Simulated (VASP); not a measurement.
# Si2W (I4/mmm) in VASP: single point with LDA

Aim: the single point of Si2W with LDA.

All numbers are computed with VASP 6.6.1; they aren't measurements. Logs are shortened: lines on timing, memory, paths and dates and some standing lists are left out, and cuts for length are marked.

## 1. The cell of the first run

Symmetry: I4/mmm, No. 139, tetragonal system. Conventional cell: a = 3.214 Å, b = 3.214 Å, c = 7.831 Å, α = 90.00°, β = 90.00°, γ = 90.00°. W (site symmetry 4/mmm) has 10 Si at 2.61 to 2.62 Å and 4 W at 3.21 Å within 3.4 Å. Si (site symmetry 4mm) has 9 Si at 2.58 to 3.21 Å and 5 W at 2.61 to 2.62 Å within 3.4 Å.

## 2. Single point, LDA

Input file INCAR:

```
PREC     = Accurate       # precision mode
ENCUT    = 500            # plane-wave cutoff, eV
EDIFF    = 1E-6           # SCF threshold, eV
ISMEAR   = 0              # smearing method
SIGMA    = 0.05           # smearing width, eV
LREAL    = F              # projectors in reciprocal space
LASPH    = T              # aspherical terms in the spheres
NELM     = 120            # most SCF steps
ALGO     = Normal         # electronic algorithm
ISIF     = 2              # what is computed and relaxed
LWAVE    = F              # write WAVECAR
LCHARG   = F              # write CHGCAR
GGA      = CA             # functional
NBANDS   = 18             # bands
GGA_COMPAT= F
```

Input file KPOINTS:

```
Automatic mesh
0
Gamma
  18 18 18
```

Input file POSCAR:

```
Si2W
1.0
   -1.6069750000      1.6069750000      3.9156400000
    1.6069750000     -1.6069750000      3.9156400000
    1.6069750000      1.6069750000     -3.9156400000
W Si
1 2
Direct
    0.0000000000      0.0000000000      0.0000000000
    0.3351223972      0.3351223972      0.0000000000
    0.6648776028      0.6648776028      0.0000000000
```

Potentials or basis: VASP PAW LDA potentials, release 64 (W_sv, Si).

Run with:

```console
$ cat potpaw_LDA.64/W_sv/POTCAR potpaw_LDA.64/Si/POTCAR > POTCAR
$ mpirun -np 1 vasp_std > vasp.out
```

OUTCAR:

```text
PREC = Accurate
   ENCUT = 500
   EDIFF = 1E-6
   ISMEAR = 0
   LREAL = F
   LASPH = T
   NELM = 120
   ISIF = 2
   GGA = CA

 ion  position               nearest neighbor table
   1  0.000  0.000  0.000-   3 2.61   3 2.61   3 2.61   2 2.61   3 2.61   2 2.61   2 2.61   2 2.61
                             2 2.62   3 2.62
   2  0.335  0.335  0.000-   3 2.58   1 2.61   1 2.61   1 2.61   1 2.61   1 2.62   3 2.63   3 2.63
                             3 2.63   3 2.63
   3  0.665  0.665  0.000-   2 2.58   1 2.61   1 2.61   1 2.61   1 2.61   1 2.62   2 2.63   2 2.63
                             2 2.63   2 2.63

  LATTYP: Found a body centered tetragonal cell.
 ALAT       =     3.2139500000
 C/A-ratio  =     2.4366527171

  Lattice vectors:

 A1 = (  -1.6069750000,   1.6069750000,   3.9156400000)
 A2 = (   1.6069750000,  -1.6069750000,   3.9156400000)
 A3 = (   1.6069750000,   1.6069750000,  -3.9156400000)

Analysis of symmetry for initial positions (statically):
=====================================================================
 Subroutine PRICEL returns:
 Original cell was already a primitive cell.

 Routine SETGRP: Setting up the symmetry group for a
 body centered tetragonal supercell.

 Subroutine GETGRP returns: Found 16 space group operations
 (whereof 16 operations were pure point group operations)
 out of a pool of 16 trial point group operations.

The static configuration has the point symmetry D_4h.

Analysis of symmetry for dynamics (positions and initial velocities):
=====================================================================
 Subroutine PRICEL returns:
 Original cell was already a primitive cell.

 Routine SETGRP: Setting up the symmetry group for a
 body centered tetragonal supercell.

 Subroutine GETGRP returns: Found 16 space group operations
 (whereof 16 operations were pure point group operations)
 out of a pool of 16 trial point group operations.

The dynamic configuration has the point symmetry D_4h.

 Subroutine INISYM returns: Found 16 space group operations
 (whereof 16 operations are pure point group operations),
 and found     1 'primitive' translations

----------------------------------------------------------------------------------------

                                     Primitive cell

  volume of cell :      40.4465

  direct lattice vectors                    reciprocal lattice vectors
    -1.606975000  1.606975000  3.915640000     0.000000000  0.311143608  0.127693046
     1.606975000 -1.606975000  3.915640000     0.311143608  0.000000000  0.127693046
     1.606975000  1.606975000 -3.915640000     0.311143608  0.311143608  0.000000000

  length of vectors
     4.527358381  4.527358381  4.527358381     0.336327012  0.336327012  0.440023511

  position of ions in fractional coordinates (direct lattice)
     0.000000000  0.000000000  0.000000000
     0.335122397  0.335122397  0.000000000
     0.664877603  0.664877603  0.000000000

  ion indices of the primitive-cell ions
   primitive index   ion index
                 1           1
                 2           2
                 3           3

----------------------------------------------------------------------------------------

 KPOINTS: Automatic mesh

Automatic generation of k-mesh.
 Grid dimensions read from file:
 generate k-points for:   18   18   18

 Generating k-lattice:

  Cartesian coordinates                     Fractional coordinates (reciprocal lattice)
     0.000000000  0.017285756  0.007094058     0.055555556  0.000000000 -0.000000000
     0.017285756  0.000000000  0.007094058     0.000000000  0.055555556 -0.000000000
     0.017285756  0.017285756  0.000000000     0.000000000  0.000000000  0.055555556

  Length of vectors
     0.018684834  0.018684834  0.024445751

  Shift w.r.t. Gamma in fractional coordinates (k-lattice)
     0.000000000  0.000000000  0.000000000

 Subroutine IBZKPT returns following result:
 ===========================================

 Found    480 irreducible k-points:

 Following reciprocal coordinates:
            Coordinates               Weight
  0.000000  0.000000  0.000000      1.000000
  0.055556 -0.000000  0.000000      8.000000
  0.111111 -0.000000  0.000000      8.000000
  0.166667  0.000000 -0.000000      8.000000
  0.222222  0.000000 -0.000000      8.000000
  0.277778 -0.000000  0.000000      8.000000
[... 16 lines left out ...]
 -0.277778  0.055556 -0.000000     16.000000
 -0.222222  0.055556  0.000000     16.000000
 [... further k-points ...]
   k-points           NKPTS =    480   k-points in BZ     NKDIM =    480   number of bands    NBANDS=     18
   number of dos      NEDOS =    301   number of ions     NIONS =      3
   total plane-waves  NPLWV =  46656
   dimension x,y,z NGX =    36 NGY =   36 NGZ =   36
   dimension x,y,z NGXF=    72 NGYF=   72 NGZF=   72
   ions per type =               1   2
   NGX,Y,Z   is equivalent  to a cutoff of  13.22, 13.22, 13.22 a.u.
   NGXF,Y,Z  is equivalent  to a cutoff of  26.44, 26.44, 26.44 a.u.
 SYSTEM =  unknown system
   PREC   = accura    normal or accurate (medium, high low for compatibility)
   ISTART =      0    job   : 0-new  1-cont  2-samecut
   ICHARG =      2    charge: 1-file 2-atom 10-const
   ISPIN  =      1    spin polarized calculation?
   LNONCOLLINEAR =      F non collinear calculations
   LSORBIT =      F    spin-orbit coupling
   LASPH  =      T    aspherical Exc in radial PAW
   ENCUT  =  500.0 eV  36.75 Ry    6.06 a.u.   8.25  8.25  8.25*2*pi/ulx,y,z
   NELM   =    120;   NELMIN=  2; NELMDL= -5     # of ELM steps
   EDIFF  = 0.1E-05   stopping-criterion for ELM
   LREAL  =      F    real-space projection
   EDIFFG = 0.1E-04   stopping-criterion for IOM
   NSW    =      0    number of steps for IOM
[... 5 lines left out ...]
   TEBEG  =    0.0;   TEEND  =   0.0 temperature during run
   PSTRESS=    0.0 pullay stress
   NELECT =      22.0000    total number of electrons
   NUPDOWN=      -1.0000    fix difference up-down
   EMIN   =  10.00;   EMAX   =-10.00  energy-range for DOS
   EFERMI =   0.00;   METHOD = LEGACY
   ISMEAR =     0;   SIGMA  =   0.05  broadening in eV -4-tet -1-fermi 0-gaus
   EFERMI_NEDOS =   21; number of points for ismear=-14 and -15
   IALGO  =     38    algorithm
   IMIX   =      4    mixing-type and parameters
     AMIX     =   0.40;   BMIX     =  1.00
     AMIX_MAG =   1.60;   BMIX_MAG =  1.00
  volume/ion in A,a.u.               =      13.48        90.98
  Fermi-wavevector in a.u.,A,eV,Ry     =   1.336356  2.525346 24.297917  1.785846
  Thomas-Fermi vector in A             =   2.464989
   LORBIT       =      0    0 simple, 1 ext, 2 COOP (PROOUT), +10 PAW based schemes
   GGA     = CA    functional components
   LHFCALC =     F    Hartree Fock is set to
   AEXX    =    0.0000 exact exchange contribution
   IVDW    =     0    specifies the selected vdW correction
   LEPSILON=     F    determine dielectric tensor
   LRPA    =     F    only Hartree local field effects (RPA)
 non-spin polarized calculation
 Gauss-broadening in eV      SIGMA  =   0.05
  energy-cutoff  :      500.00
  volume of cell :       40.45
 maximum number of plane-waves:      1044
 NGX is ok and might be reduce to    36
   NGX = 17   NGY = 17   NGZ = 17

 number of electron      21.9999999 magnetization

 Free energy of the ion-electron system (eV)
  ---------------------------------------------------
  ext. energy  EPLUGINS =         0.00000000
  ---------------------------------------------------
  free energy    TOTEN  =       -27.34295355 eV

  energy without entropy =      -27.34277954  energy(sigma->0) =      -27.34286655

 E-fermi :  11.8889     XC(G=0): -12.6448

 val. band max:       11.8573921157   @ k =  -0.3889   0.5000   0.3333
 cond. band min:      11.9313343302   @ k =  -0.3889  -0.4444   0.3889
 fundamental gap:      0.0739422145
 Fermi energy:        11.8889491821

 k-point     1 :       0.0000    0.0000    0.0000
  band No.  band energies     occupation
      1     -61.5248      2.00000
      2     -26.0458      2.00000
      3     -26.0239      2.00000
      4     -26.0239      2.00000
      5      -2.1068      2.00000
      6       5.0578      2.00000
[... 10 lines left out ...]
     17      17.5563      0.00000
     18      17.5563      0.00000

 k-point     2 :       0.0556   -0.0000    0.0000
  band No.  band energies     occupation
      1     -61.5246      2.00000
      2     -26.0453      2.00000
      3     -26.0307      2.00000
      4     -26.0232      2.00000
      5      -2.0477      2.00000
      6       5.0636      2.00000
[... 10 lines left out ...]
     17      17.5591      0.00000
     18      17.7870      0.00000

 k-point     3 :       0.1111   -0.0000    0.0000
  band No.  band energies     occupation
      1     -61.5239      2.00000
      2     -26.0503      2.00000
      3     -26.0438      2.00000
      4     -26.0215      2.00000
      5      -1.8717      2.00000
      6       5.0713      2.00000
[... 10 lines left out ...]
     17      17.6107      0.00000
     18      18.3477      0.00000

 k-point     4 :       0.1667    0.0000   -0.0000
  band No.  band energies     occupation
      1     -61.5228      2.00000
      2     -26.0801      2.00000
      3     -26.0416      2.00000
      4     -26.0187      2.00000
      5      -1.5828      2.00000
      6       5.0453      2.00000
[... 375 lines left out ...]
      4     -26.0150      2.00000
      5      -0.1543      2.00000
      6       4.2289      2.00000
[... 10 lines left out ...]
     17      19.1767      0.00000
     18      20.1241      0.00000

 k-point    23 :      -0.2778    0.0556   -0.0000
  band No.  band energies     occupation
      1     -61.5199      2.00000
      2     -26.1541      2.00000
      3     -26.0346      2.00000
      4     -26.0184      2.00000
      5      -0.7209      2.00000
      6       4.8048      2.00000
[... 10 lines left out ...]
     17      18.8512      0.00000
     18      19.9899      0.00000

 k-point    24 :      -0.2222    0.0556    0.0000
  band No.  band energies     occupation
      1     -61.5213      2.00000
      2     -26.1157      2.00000
      3     -26.0375      2.00000
      4     -26.0220      2.00000
      5      -1.1987      2.00000
      6       5.1836      2.00000
[... 10 lines left out ...]
     17      18.1548      0.00000
     18      20.1021      0.00000

 [... further k-points ...]

------------------------ aborting loop because EDIFF is reached ----------------------------------------

  FORCE on cell =-STRESS in cart. coord.  units (eV):
  Direction    XX          YY          ZZ          XY          YZ          ZX
  --------------------------------------------------------------------------------------
  -------------------------------------------------------------------------------------
  Total       -1.2642760     -1.2642760     -1.3011965      0.0000000      0.0000000      0.0000000
  in kB      -50.0808262    -50.0808262    -51.5433306      0.0000000      0.0000000      0.0000000
  external PRESSURE =     -50.5683276 kB  Pullay stress =       0.0000000 kB

 VOLUME and BASIS-vectors are now :
 -----------------------------------------------------------------------------
  energy-cutoff  :      500.00
  volume of cell :       40.45
      direct lattice vectors                 reciprocal lattice vectors
    -1.606975000  1.606975000  3.915640000     0.000000000  0.311143608  0.127693046
     1.606975000 -1.606975000  3.915640000     0.311143608  0.000000000  0.127693046
     1.606975000  1.606975000 -3.915640000     0.311143608  0.311143608  0.000000000

 POSITION                                       TOTAL-FORCE (eV/Angst)
 -----------------------------------------------------------------------------------
      0.00000      0.00000      0.00000        -0.000000     -0.000000     -0.000000
      0.00000      0.00000      2.62444        -0.000000     -0.000000     -0.012741
      0.00000      0.00000      5.20684         0.000000      0.000000      0.012741
 -----------------------------------------------------------------------------------
    total drift:                               -0.000000     -0.000000     -0.000000

  FREE ENERGIE OF THE ION-ELECTRON SYSTEM (eV)
  ---------------------------------------------------
  free  energy   TOTEN  =       -27.3429535505 eV

  energy  without entropy=      -27.3427795450  energy(sigma->0) =      -27.34286655
```

Run time: 12 min. Hardware: 1 thread of Oxide Virtual Turin-like, shared host; peak memory 0.39 GiB.

Results:

```yaml
Free_energy: -27.3430 eV
Pressure: -5.1 GPa
Largest_force: 0.013 eV/Å
Band_gap_on_the_k_mesh: zero (bands 11 and 12 overlap by 1.26 eV)
```

Forces in eV/Å, atoms in the order of the input:
```
W    0.000  0.000  0.000
Si   0.000  0.000 -0.013
Si   0.000  0.000  0.013
```

Caveat: the cell stands under tension; spin-orbit coupling is left out, which moves the levels of the heavy elements.

The gap in the log of VASP goes by the Fermi energy; the results here count the filled bands.